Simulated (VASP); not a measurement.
# VSbS (P4/mmm) in VASP: single point with PBE

Aim: the single point of VSbS with PBE.

All numbers are computed with VASP 6.6.1; they aren't measurements. Logs are shortened: lines on timing, memory, paths and dates and some standing lists are left out, and cuts for length are marked.

### Step 1. The cell of the first run

Symmetry: P4/mmm, No. 123, tetragonal system. Conventional cell: a = 3.112 Å, b = 3.112 Å, c = 8.309 Å, α = 90.00°, β = 90.00°, γ = 90.00°. Within 2.9 Å of V (site symmetry 4/mmm) lie 4 S at 2.20 Å. Within 4.1 Å of Sb (site symmetry 4/mmm) lie 4 Sb at 3.11 Å. S (site symmetry 4/mmm) has 4 V at 2.20 Å within 2.9 Å.

### Step 2. Single point, PBE, collinear spin, ferromagnetic start

File INCAR:

```
SYSTEM = VSbS
PREC = Accurate
ENCUT = 520
EDIFF = 1E-6
ISMEAR = 0
SIGMA = 0.1
LREAL = .FALSE.
LASPH = .TRUE.
NELM = 150
ALGO = Normal
ISIF = 2
LWAVE = .FALSE.
LCHARG = .FALSE.
ISPIN = 2
MAGMOM = 2 0 0
LORBIT = 11
LMAXMIX = 4
GGA = PE
NBANDS = 23
```

File KPOINTS:

```
Automatic mesh
0
G
  6 6 2
  0 0 0
```

File POSCAR:

```
VSbS
1.0
    3.1124744600      0.0000000000      0.0000000000
    0.0000000000      3.1124744600      0.0000000000
    0.0000000000      0.0000000000      8.3085173300
V Sb S
1 1 1
Direct
    0.0000000000      0.0000000000      0.5000000000
    0.0000000000      0.0000000000      0.0000000000
    0.5000000000      0.5000000000      0.5000000000
```

Potentials or basis: VASP PAW PBE potentials, release 64 (V_sv, Sb, S).

On the command line:

```console
> cat potpaw_PBE.64/V_sv/POTCAR potpaw_PBE.64/Sb/POTCAR potpaw_PBE.64/S/POTCAR > POTCAR
> mpirun -np 1 vasp_std > vasp.out
```

OUTCAR:

```text
SYSTEM = VSbS
   PREC = Accurate
   ENCUT = 520
   EDIFF = 1E-6
   ISMEAR = 0
   LREAL = .FALSE.
   LASPH = .TRUE.
   NELM = 150
   ISIF = 2
   ISPIN = 2
   LORBIT = 11
   GGA = PE

 ion  position               nearest neighbor table
   1  0.000  0.000  0.500-   3 2.20   3 2.20   3 2.20   3 2.20
   2  0.000  0.000  0.000-
   3  0.500  0.500  0.500-   1 2.20   1 2.20   1 2.20   1 2.20

  LATTYP: Found a simple tetragonal cell.
 ALAT       =     3.1124744600
 C/A-ratio  =     2.6694250625

  Lattice vectors:

 A1 = (   3.1124744600,   0.0000000000,   0.0000000000)
 A2 = (   0.0000000000,   3.1124744600,   0.0000000000)
 A3 = (   0.0000000000,   0.0000000000,   8.3085173300)

Analysis of symmetry for initial positions (statically):
=====================================================================
 Subroutine PRICEL returns:
 Original cell was already a primitive cell.

 Routine SETGRP: Setting up the symmetry group for a
 simple tetragonal supercell.

 Subroutine GETGRP returns: Found 16 space group operations
 (whereof 16 operations were pure point group operations)
 out of a pool of 16 trial point group operations.

The static configuration has the point symmetry D_4h.

Analysis of symmetry for dynamics (positions and initial velocities):
=====================================================================
 Subroutine PRICEL returns:
 Original cell was already a primitive cell.

 Routine SETGRP: Setting up the symmetry group for a
 simple tetragonal supercell.

 Subroutine GETGRP returns: Found 16 space group operations
 (whereof 16 operations were pure point group operations)
 out of a pool of 16 trial point group operations.

The dynamic configuration has the point symmetry D_4h.

Analysis of structural, dynamic, and magnetic symmetry:
=====================================================================
 Subroutine PRICEL returns:
 Original cell was already a primitive cell.

 Routine SETGRP: Setting up the symmetry group for a
 simple tetragonal supercell.

 Subroutine GETGRP returns: Found 16 space group operations
 (whereof 16 operations were pure point group operations)
 out of a pool of 16 trial point group operations.

The overall configuration has the point symmetry D_4h.

 Subroutine INISYM returns: Found 16 space group operations
 (whereof 16 operations are pure point group operations),
 and found     1 'primitive' translations

----------------------------------------------------------------------------------------

                                     Primitive cell

  volume of cell :      80.4887

  direct lattice vectors                    reciprocal lattice vectors
     3.112474460  0.000000000  0.000000000     0.321287777  0.000000000  0.000000000
     0.000000000  3.112474460  0.000000000     0.000000000  0.321287777  0.000000000
     0.000000000  0.000000000  8.308517330     0.000000000  0.000000000  0.120358418

  length of vectors
     3.112474460  3.112474460  8.308517330     0.321287777  0.321287777  0.120358418

  position of ions in fractional coordinates (direct lattice)
     0.000000000  0.000000000  0.500000000
     0.000000000  0.000000000  0.000000000
     0.500000000  0.500000000  0.500000000

  ion indices of the primitive-cell ions
   primitive index   ion index
                 1           1
                 2           2
                 3           3

----------------------------------------------------------------------------------------

 KPOINTS: Automatic mesh

Automatic generation of k-mesh.
 Grid dimensions read from file:
 generate k-points for:    6    6    2

 Generating k-lattice:

  Cartesian coordinates                     Fractional coordinates (reciprocal lattice)
     0.053547963  0.000000000  0.000000000     0.166666667  0.000000000  0.000000000
     0.000000000  0.053547963  0.000000000     0.000000000  0.166666667  0.000000000
     0.000000000  0.000000000  0.060179209     0.000000000  0.000000000  0.500000000

  Length of vectors
     0.053547963  0.053547963  0.060179209

  Shift w.r.t. Gamma in fractional coordinates (k-lattice)
     0.000000000  0.000000000  0.000000000

 Subroutine IBZKPT returns following result:
 ===========================================

 Found     20 irreducible k-points:

 Following reciprocal coordinates:
            Coordinates               Weight
  0.000000  0.000000  0.000000      1.000000
  0.166667  0.000000  0.000000      4.000000
  0.333333  0.000000  0.000000      4.000000
  0.500000  0.000000  0.000000      2.000000
  0.166667  0.166667  0.000000      4.000000
  0.333333  0.166667  0.000000      8.000000
[... 12 lines left out ...]
  0.500000  0.333333  0.500000      4.000000
  0.500000  0.500000  0.500000      1.000000
   k-points           NKPTS =     20   k-points in BZ     NKDIM =     20   number of bands    NBANDS=     23
   number of dos      NEDOS =    301   number of ions     NIONS =      3
   total plane-waves  NPLWV =  36864
   dimension x,y,z NGX =    24 NGY =   24 NGZ =   64
   dimension x,y,z NGXF=    48 NGYF=   48 NGZF=  128
   ions per type =               1   1   1
   NGX,Y,Z   is equivalent  to a cutoff of  12.82, 12.82, 12.81 a.u.
   NGXF,Y,Z  is equivalent  to a cutoff of  25.64, 25.64, 25.61 a.u.
 SYSTEM =  VSbS
   PREC   = accura    normal or accurate (medium, high low for compatibility)
   ISTART =      0    job   : 0-new  1-cont  2-samecut
   ICHARG =      2    charge: 1-file 2-atom 10-const
   ISPIN  =      2    spin polarized calculation?
   LNONCOLLINEAR =      F non collinear calculations
   LSORBIT =      F    spin-orbit coupling
   LASPH  =      T    aspherical Exc in radial PAW
   ENCUT  =  520.0 eV  38.22 Ry    6.18 a.u.   5.79  5.79 15.45*2*pi/ulx,y,z
   NELM   =    150;   NELMIN=  2; NELMDL= -5     # of ELM steps
   EDIFF  = 0.1E-05   stopping-criterion for ELM
   LREAL  =      F    real-space projection
   EDIFFG = 0.1E-04   stopping-criterion for IOM
   NSW    =      0    number of steps for IOM
   IBRION =     -1    ionic relax: 0-MD 1-quasi-New 2-CG
   NFREE  =      0    steps in history (QN), initial steepest desc. (CG)
   ISIF   =      2    stress and relaxation
   ISYM   =      2    0-nonsym 1-usesym 2-fastsym
   POTIM  = 0.5000    time-step for ionic-motion
   TEBEG  =    0.0;   TEEND  =   0.0 temperature during run
   PSTRESS=    0.0 pullay stress
   NELECT =      24.0000    total number of electrons
   NUPDOWN=      -1.0000    fix difference up-down
   EMIN   =  10.00;   EMAX   =-10.00  energy-range for DOS
   EFERMI =   0.00;   METHOD = LEGACY
   ISMEAR =     0;   SIGMA  =   0.10  broadening in eV -4-tet -1-fermi 0-gaus
   EFERMI_NEDOS =   21; number of points for ismear=-14 and -15
   IALGO  =     38    algorithm
   IMIX   =      4    mixing-type and parameters
     AMIX     =   0.40;   BMIX     =  1.00
     AMIX_MAG =   1.60;   BMIX_MAG =  1.00
  volume/ion in A,a.u.               =      26.83       181.05
  Fermi-wavevector in a.u.,A,eV,Ry     =   1.093705  2.066803 16.275162  1.196191
  Thomas-Fermi vector in A             =   2.229996
   LORBIT       =     11    0 simple, 1 ext, 2 COOP (PROOUT), +10 PAW based schemes
   GGA     = PE    functional components
   LHFCALC =     F    Hartree Fock is set to
   AEXX    =    0.0000 exact exchange contribution
   IVDW    =     0    specifies the selected vdW correction
   LEPSILON=     F    determine dielectric tensor
   LRPA    =     F    only Hartree local field effects (RPA)
 spin polarized calculation
 Gauss-broadening in eV      SIGMA  =   0.10
  energy-cutoff  :      520.00
  volume of cell :       80.49
 maximum number of plane-waves:      2200
 NGX is ok and might be reduce to    24
   NGX = 11   NGY = 11   NGZ = 31

 number of electron      24.0000006 magnetization       2.1287286

 Free energy of the ion-electron system (eV)
  ---------------------------------------------------
  ext. energy  EPLUGINS =         0.00000000
  ---------------------------------------------------
  free energy    TOTEN  =       -16.87263542 eV

  energy without entropy =      -16.85781653  energy(sigma->0) =      -16.86522597

 E-fermi :   4.7757     XC(G=0):  -8.9465

 val. band max:        4.7645351814   @ k =   0.1667   0.0000   0.0000
 cond. band min:       4.8240720594   @ k =   0.5000   0.3333   0.0000
 fundamental gap:      0.0595368780
 Fermi energy:         4.7756591494

 spin component 1

 k-point     1 :       0.0000    0.0000    0.0000
  band No.  band energies     occupation
      1     -60.3459      1.00000
      2     -34.2929      1.00000
      3     -34.2929      1.00000
      4     -34.1551      1.00000
      5     -10.8699      1.00000
      6      -5.7962      1.00000
[... 15 lines left out ...]
     22      14.4821      0.00000
     23      15.3658      0.00000

 k-point     2 :       0.1667    0.0000    0.0000
  band No.  band energies     occupation
      1     -60.3428      1.00000
      2     -34.3342      1.00000
      3     -34.2884      1.00000
      4     -34.1520      1.00000
      5     -10.5187      1.00000
      6      -5.3972      1.00000
[... 15 lines left out ...]
     22      14.1196      0.00000
     23      14.8171      0.00000

 k-point     3 :       0.3333    0.0000    0.0000
  band No.  band energies     occupation
      1     -60.3366      1.00000
      2     -34.4159      1.00000
      3     -34.2796      1.00000
      4     -34.1456      1.00000
      5      -9.6590      1.00000
      6      -4.2918      1.00000
[... 15 lines left out ...]
     22      13.5355      0.00000
     23      15.2681      0.00000
[... 391 lines left out ...]
 k-point    19 :       0.5000    0.3333    0.5000
  band No.  band energies     occupation
      1     -60.3249      1.00000
      2     -34.4296      1.00000
      3     -34.3845      1.00000
      4     -34.1336      1.00000
      5      -9.2830      1.00000
      6      -1.7567      1.00000
[... 15 lines left out ...]
     22      13.1312      0.00000
     23      13.2078      0.00000

 k-point    20 :       0.5000    0.5000    0.5000
  band No.  band energies     occupation
      1     -60.3221      1.00000
      2     -34.4206      1.00000
      3     -34.4206      1.00000
      4     -34.1306      1.00000
      5      -9.3509      1.00000
      6      -0.9292      1.00000
[... 15 lines left out ...]
     22      11.8283      0.00000
     23      13.0356      0.00000
 Fermi energy:         4.7756591494

 spin component 2

 k-point     1 :       0.0000    0.0000    0.0000
  band No.  band energies     occupation
      1     -58.4715      1.00000
      2     -32.7111      1.00000
      3     -32.7111      1.00000
      4     -31.7183      1.00000
      5     -10.7375      1.00000
      6      -5.8800      1.00000
[... 15 lines left out ...]
     22      14.4399      0.00000
     23      16.1889      0.00000

 k-point     2 :       0.1667    0.0000    0.0000
  band No.  band energies     occupation
      1     -58.4681      1.00000
      2     -32.7569      1.00000
      3     -32.7061      1.00000
      4     -31.7147      1.00000
      5     -10.3949      1.00000
      6      -5.4815      1.00000
[... 15 lines left out ...]
     22      14.0849      0.00000
     23      15.4673      0.00000

 k-point     3 :       0.3333    0.0000    0.0000
  band No.  band energies     occupation
      1     -58.4612      1.00000
      2     -32.8472      1.00000
      3     -32.6960      1.00000
      4     -31.7074      1.00000
      5      -9.5662      1.00000
      6      -4.3782      1.00000
[... 15 lines left out ...]
     22      13.8198      0.00000
     23      15.2618      0.00000
[... 391 lines left out ...]
 k-point    19 :       0.5000    0.3333    0.5000
  band No.  band energies     occupation
      1     -58.4484      1.00000
      2     -32.8605      1.00000
      3     -32.8106      1.00000
      4     -31.6937      1.00000
      5      -9.2081      1.00000
      6      -1.8503      1.00000
[... 15 lines left out ...]
     22      13.2061      0.00000
     23      13.7027      0.00000

 k-point    20 :       0.5000    0.5000    0.5000
  band No.  band energies     occupation
      1     -58.4453      1.00000
      2     -32.8500      1.00000
      3     -32.8500      1.00000
      4     -31.6903      1.00000
      5      -9.2714      1.00000
      6      -0.7528      1.00000
[... 15 lines left out ...]
     22      13.0127      0.00000
     23      13.0615      0.00000

------------------------ aborting loop because EDIFF is reached ----------------------------------------

  FORCE on cell =-STRESS in cart. coord.  units (eV):
  Direction    XX          YY          ZZ          XY          YZ          ZX
  --------------------------------------------------------------------------------------
  -------------------------------------------------------------------------------------
  Total        6.2867971      6.2867971     -1.9450434      0.0000000      0.0000000      0.0000000
  in kB      125.1425215    125.1425215    -38.7172722      0.0000000      0.0000000      0.0000000
  external PRESSURE =      70.5225903 kB  Pullay stress =       0.0000000 kB

 VOLUME and BASIS-vectors are now :
 -----------------------------------------------------------------------------
  energy-cutoff  :      520.00
  volume of cell :       80.49
      direct lattice vectors                 reciprocal lattice vectors
     3.112474460  0.000000000  0.000000000     0.321287777  0.000000000  0.000000000
     0.000000000  3.112474460  0.000000000     0.000000000  0.321287777  0.000000000
     0.000000000  0.000000000  8.308517330     0.000000000  0.000000000  0.120358418

 POSITION                                       TOTAL-FORCE (eV/Angst)
 -----------------------------------------------------------------------------------
      0.00000      0.00000      4.15426         0.000000      0.000000      0.000000
      0.00000      0.00000      0.00000         0.000000      0.000000      0.000000
      1.55624      1.55624      4.15426         0.000000      0.000000      0.000000
 -----------------------------------------------------------------------------------
    total drift:                               -0.000000      0.000000     -0.000000

  FREE ENERGIE OF THE ION-ELECTRON SYSTEM (eV)
  ---------------------------------------------------
  free  energy   TOTEN  =       -16.8726354153 eV

  energy  without entropy=      -16.8578165296  energy(sigma->0) =      -16.86522597

 total charge

# of ion       s       p       d       tot
------------------------------------------
    1        2.227   6.213   3.296  11.736
    2        1.227   1.079   0.021   2.327
    3        1.334   2.540   0.000   3.873
--------------------------------------------------
tot          4.788   9.832   3.317  17.937

 magnetization (x)

# of ion       s       p       d       tot
------------------------------------------
    1        0.029   0.016   1.886   1.930
    2       -0.003  -0.055  -0.000  -0.059
    3       -0.006  -0.050   0.000  -0.056
--------------------------------------------------
tot          0.019  -0.089   1.886   1.816
```

It took 92 s on 1 thread of Oxide Virtual Turin-like, shared host; peak memory 0.21 GiB.

Results:

```yaml
Free_energy: -16.8726 eV
Pressure: 7.1 GPa
Net_moment: 2.13 μB per cell
Site_moments: V +1.93; Sb -0.06; S -0.06 μB
Valence_electrons_inside_the_program's_atomic_spheres: V 11.74; Sb 2.33; S 3.87
```

Stress tensor (GPa, compression positive):
```
12.51  0.00  0.00
 0.00 12.51  0.00
 0.00  0.00 -3.87
```

Caveat: the k points lie up to 0.38 Å⁻¹ apart; spin-orbit coupling is left out, which moves the levels of the heavy elements. With open d or f shells a metallic result of PBE can be an artefact of self-interaction; +U or a hybrid may open a gap.
